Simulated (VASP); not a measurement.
# SnSe (zincblende type) (F-43m) in VASP: a series of runs

Runs on SnSe (zincblende type). Level: PBE. Tasks: single point.

Everything below comes from runs of VASP 6.6.1. Logs are shortened: lines on timing, memory, paths and dates and some standing lists are left out, and cuts for length are marked.

## 1. The cell of the first run

It takes space group F-43m (No. 216, cubic). Conventional cell: a = 6.495 Å, b = 6.495 Å, c = 6.495 Å, α = 90.00°, β = 90.00°, γ = 90.00°. Sn (site symmetry -43m) has 4 Se at 2.81 Å within 3.7 Å. Within 3.7 Å of Se (site symmetry -43m) lie 4 Sn at 2.81 Å.

## 2. Single point, PBE (volume scaled by 0.88)

Input file INCAR:

```
SYSTEM = SnSe
  ALGO = Normal
  EDIFF = 1E-6
  ENCUT = 500
  GGA = PE
  GGA_COMPAT = .False.
  ISIF = 2
  ISMEAR = -1
  LASPH = .True.
  LCHARG = .False.
  LREAL = .False.
  LWAVE = .False.
  NBANDS = 17
  NELM = 120
  PREC = Accurate
  SIGMA = 0.05
```

Input file KPOINTS:

```
k-points
0
Gamma
  11 11 11
  0 0 0
```

Input file POSCAR:

```
SnSe
1.0
    0.0000000000      3.2475956032      3.2475956032
    3.2475956032      0.0000000000      3.2475956032
    3.2475956032      3.2475956032      0.0000000000
Sn Se
1 1
Direct
    0.0000000000      0.0000000000      0.0000000000
    0.2500000000      0.2500000000      0.2500000000
```

Potentials or basis: VASP PAW PBE potentials, release 64 (Sn_d, Se).

Run with:

```bash
$ cat potpaw_PBE.64/Sn_d/POTCAR potpaw_PBE.64/Se/POTCAR > POTCAR
$ mpirun -np 1 vasp_std > vasp.out
```

OUTCAR:

```text
SYSTEM = SnSe
   EDIFF = 1E-6
   ENCUT = 500
   GGA = PE
   ISIF = 2
   ISMEAR = -1
   LASPH = .True.
   LREAL = .False.
   NELM = 120
   PREC = Accurate

 ion  position               nearest neighbor table
   1  0.000  0.000  0.000-   2 2.81   2 2.81   2 2.81   2 2.81
   2  0.250  0.250  0.250-   1 2.81   1 2.81   1 2.81   1 2.81

  LATTYP: Found a face centered cubic cell.
 ALAT       =     6.4951912064

  Lattice vectors:

 A1 = (   0.0000000000,   3.2475956032,   3.2475956032)
 A2 = (   3.2475956032,   0.0000000000,   3.2475956032)
 A3 = (   3.2475956032,   3.2475956032,   0.0000000000)

Analysis of symmetry for initial positions (statically):
=====================================================================
 Subroutine PRICEL returns:
 Original cell was already a primitive cell.

 Routine SETGRP: Setting up the symmetry group for a
 face centered cubic supercell.

 Subroutine GETGRP returns: Found 24 space group operations
 (whereof 24 operations were pure point group operations)
 out of a pool of 48 trial point group operations.

The static configuration has the point symmetry T_d .

Analysis of symmetry for dynamics (positions and initial velocities):
=====================================================================
 Subroutine PRICEL returns:
 Original cell was already a primitive cell.

 Routine SETGRP: Setting up the symmetry group for a
 face centered cubic supercell.

 Subroutine GETGRP returns: Found 24 space group operations
 (whereof 24 operations were pure point group operations)
 out of a pool of 48 trial point group operations.

The dynamic configuration has the point symmetry T_d .

 Subroutine INISYM returns: Found 24 space group operations
 (whereof 24 operations are pure point group operations),
 and found     1 'primitive' translations

----------------------------------------------------------------------------------------

                                     Primitive cell

  volume of cell :      68.5040

  direct lattice vectors                    reciprocal lattice vectors
     0.000000000  3.247595603  3.247595603    -0.153960056  0.153960056  0.153960056
     3.247595603  0.000000000  3.247595603     0.153960056 -0.153960056  0.153960056
     3.247595603  3.247595603  0.000000000     0.153960056  0.153960056 -0.153960056

  length of vectors
     4.592793747  4.592793747  4.592793747     0.266666639  0.266666639  0.266666639

  position of ions in fractional coordinates (direct lattice)
     0.000000000  0.000000000  0.000000000
     0.250000000  0.250000000  0.250000000
[... 64 lines left out ...]
   ions per type =               1   1
   NGX,Y,Z   is equivalent  to a cutoff of  13.03, 13.03, 13.03 a.u.
   NGXF,Y,Z  is equivalent  to a cutoff of  26.06, 26.06, 26.06 a.u.
 SYSTEM =  SnSe
   PREC   = accura    normal or accurate (medium, high low for compatibility)
   ISTART =      0    job   : 0-new  1-cont  2-samecut
   ICHARG =      2    charge: 1-file 2-atom 10-const
   ISPIN  =      1    spin polarized calculation?
   LNONCOLLINEAR =      F non collinear calculations
   LSORBIT =      F    spin-orbit coupling
   LASPH  =      T    aspherical Exc in radial PAW
   ENCUT  =  500.0 eV  36.75 Ry    6.06 a.u.   8.37  8.37  8.37*2*pi/ulx,y,z
   NELM   =    120;   NELMIN=  2; NELMDL= -5     # of ELM steps
   EDIFF  = 0.1E-05   stopping-criterion for ELM
   LREAL  =      F    real-space projection
[... 7 lines left out ...]
   TEBEG  =    0.0;   TEEND  =   0.0 temperature during run
   PSTRESS=    0.0 pullay stress
   NELECT =      20.0000    total number of electrons
   NUPDOWN=      -1.0000    fix difference up-down
   EMIN   =  10.00;   EMAX   =-10.00  energy-range for DOS
   EFERMI =   0.00;   METHOD = LEGACY
   ISMEAR =    -1;   SIGMA  =   0.05  broadening in eV -4-tet -1-fermi 0-gaus
   EFERMI_NEDOS =   21; number of points for ismear=-14 and -15
   IALGO  =     38    algorithm
   IMIX   =      4    mixing-type and parameters
     AMIX     =   0.40;   BMIX     =  1.00
     AMIX_MAG =   1.60;   BMIX_MAG =  1.00
  volume/ion in A,a.u.               =      34.25       231.14
  Fermi-wavevector in a.u.,A,eV,Ry     =   1.086041  2.052320 16.047868  1.179485
  Thomas-Fermi vector in A             =   2.222169
   LORBIT       =      0    0 simple, 1 ext, 2 COOP (PROOUT), +10 PAW based schemes
   GGA     = PE    functional components
   LHFCALC =     F    Hartree Fock is set to
   AEXX    =    0.0000 exact exchange contribution
   IVDW    =     0    specifies the selected vdW correction
   LEPSILON=     F    determine dielectric tensor
   LRPA    =     F    only Hartree local field effects (RPA)
 non-spin polarized calculation
  energy-cutoff  :      500.00
  volume of cell :       68.50
 maximum number of plane-waves:      1807
 NGX is ok and might be reduce to    36
   NGX = 17   NGY = 17   NGZ = 17

 number of electron      20.0000001 magnetization

 Free energy of the ion-electron system (eV)
  ---------------------------------------------------
  ext. energy  EPLUGINS =         0.00000000
  ---------------------------------------------------
  free energy    TOTEN  =        -7.62558448 eV

  energy without entropy =       -7.62016957  energy(sigma->0) =       -7.62287702

 E-fermi :   3.9551     XC(G=0):  -8.3020

 val. band max:        3.9349221165   @ k =  -0.3636   0.4545   0.1818
 cond. band min:       3.9879879480   @ k =   0.4545   0.3636   0.0000
 fundamental gap:      0.0530658316
 Fermi energy:         3.9551388437

 k-point     1 :       0.0000    0.0000    0.0000
  band No.  band energies     occupation
      1     -17.8665      2.00000
      2     -17.8665      2.00000
      3     -17.8665      2.00000
      4     -17.8433      2.00000
      5     -17.8433      2.00000
      6      -9.9769      2.00000
[... 457 lines left out ...]
      4     -17.8435      2.00000
      5     -17.8424      2.00000
      6      -9.6068      2.00000
[... 9 lines left out ...]
     16      11.2076      0.00000
     17      13.3216      0.00000

 [... further k-points ...]
[... 5 lines left out ...]
  --------------------------------------------------------------------------------------
  -------------------------------------------------------------------------------------
  Total        2.0473268      2.0473268      2.0473268      0.0000000      0.0000000     -0.0000000
  in kB       47.8830628     47.8830628     47.8830628      0.0000000      0.0000000     -0.0000000
  external PRESSURE =      47.8830628 kB  Pullay stress =       0.0000000 kB

 VOLUME and BASIS-vectors are now :
 -----------------------------------------------------------------------------
  energy-cutoff  :      500.00
  volume of cell :       68.50
      direct lattice vectors                 reciprocal lattice vectors
     0.000000000  3.247595603  3.247595603    -0.153960056  0.153960056  0.153960056
     3.247595603  0.000000000  3.247595603     0.153960056 -0.153960056  0.153960056
     3.247595603  3.247595603  0.000000000     0.153960056  0.153960056 -0.153960056

 POSITION                                       TOTAL-FORCE (eV/Angst)
 -----------------------------------------------------------------------------------
      0.00000      0.00000      0.00000        -0.000000     -0.000000     -0.000000
      1.62380      1.62380      1.62380         0.000000      0.000000      0.000000
 -----------------------------------------------------------------------------------
    total drift:                               -0.000000     -0.000000     -0.000000

  FREE ENERGIE OF THE ION-ELECTRON SYSTEM (eV)
  ---------------------------------------------------
  free  energy   TOTEN  =        -7.6255844766 eV

  energy  without entropy=       -7.6201695666  energy(sigma->0) =       -7.62287702
```

OSZICAR:

```text
N       E                     dE             d eps       ncg     rms          rms(c)
DAV:   1     0.133364876910E+03    0.13336E+03   -0.94395E+03  1923   0.129E+03
DAV:   2     0.587580941920E+01   -0.12749E+03   -0.12374E+03  2011   0.330E+02
DAV:   3    -0.752052196824E+01   -0.13396E+02   -0.13261E+02  2433   0.956E+01
DAV:   4    -0.788532424343E+01   -0.36480E+00   -0.36458E+00  2220   0.173E+01
DAV:   5    -0.789695030728E+01   -0.11626E-01   -0.11626E-01  2744   0.295E+00    0.395E+00
DAV:   6    -0.762929824922E+01    0.26765E+00   -0.67986E-01  2752   0.405E+00    0.255E+00
DAV:   7    -0.762447725532E+01    0.48210E-02   -0.90514E-02  2057   0.129E+00    0.118E+00
DAV:   8    -0.762525032722E+01   -0.77307E-03   -0.98098E-03  2454   0.876E-01    0.140E-01
DAV:   9    -0.762534783742E+01   -0.97510E-04   -0.25795E-03  2260   0.360E-01    0.862E-02
DAV:  10    -0.762552256586E+01   -0.17473E-03   -0.37398E-04  2104   0.122E-01    0.210E-02
DAV:  11    -0.762558082649E+01   -0.58261E-04   -0.86729E-05  2157   0.563E-02    0.101E-02
DAV:  12    -0.762558385599E+01   -0.30295E-05   -0.70791E-06  2377   0.314E-02    0.269E-03
DAV:  13    -0.762558447656E+01   -0.62057E-06   -0.10277E-06  1658   0.606E-03
   1 F= -.76255845E+01 E0= -.76228770E+01  d E =-.541491E-02
```

stdout:

```text
POSCAR found type information on POSCAR SnSe
 POSCAR found :  2 types and       2 ions
 scaLAPACK will be used
 LDA part: xc-table for (Slater+PW92), standard interpolation
 POSCAR, INCAR and KPOINTS ok, starting setup
 FFT: planning ... GRIDC
 FFT: planning ... GRID_SOFT
 FFT: planning ... GRID
 WAVECAR not read
 entering main loop
```

It took 56 s on 1 thread of AMD EPYC 9R45 (Zen 5), shared host; peak memory 0.19 GiB.

What came out:

| Quantity | Value |
| --- | --- |
| Free energy | -7.6256 eV |
| Pressure | 4.8 GPa |
| Band gap on the k mesh | zero (band 10 reaches 4.02 eV, above the bottom of band 11 at 3.74 eV) |

Levels at points of the mesh, in eV from the Fermi level:
```csv
k point,band 7,band 8,band 9,band 10,band 11,band 12,band 13,band 14
"(0.00, 0.00, 0.00)",-5.09,-2.64,-2.64,-2.64,1.41,1.41,1.41,4.89
```

Caveat: spin-orbit coupling is left out, which moves the levels of the heavy elements.

## 3. Single point, PBE (volume scaled by 0.88)

Input file INCAR:

```
PREC = Accurate ; ENCUT = 500
EDIFF = 1E-6 ; ISMEAR = -1
SIGMA = 0.05 ; LREAL = False
LASPH = True ; NELM = 120
ALGO = Normal ; ISIF = 2
LWAVE = False ; LCHARG = False
GGA = PE ; NBANDS = 17
GGA_COMPAT = False
```

Input file KPOINTS:

```
Automatic mesh
0
Gamma
  11 11 11
```

POSCAR is that of step 2.

Potentials or basis: VASP PAW PBE potentials, release 64 (Sn_d, Se).

Run with:

```bash
$ cat potpaw_PBE.64/Sn_d/POTCAR potpaw_PBE.64/Se/POTCAR > POTCAR
$ mpirun -np 1 vasp_std > vasp.out
```

Run time: 54 s. Hardware: 1 thread of AMD EPYC 9R45 (Zen 5), shared host; peak memory 0.19 GiB.

The run converged. Its results:

```
Free energy            : -7.6256 eV
Pressure               : 4.8 GPa
Band gap on the k mesh : zero (band 10 reaches 4.02 eV, above the bottom of band 11 at 3.74 eV)
```

Levels at points of the mesh, in eV from the Fermi level:
```csv
k point,band 8,band 9,band 10,band 11,band 12,band 13
"(0.00, 0.00, 0.00)",-2.64,-2.64,-2.64,1.41,1.41,1.41
```

Caveat: spin-orbit coupling is left out, which moves the levels of the heavy elements.
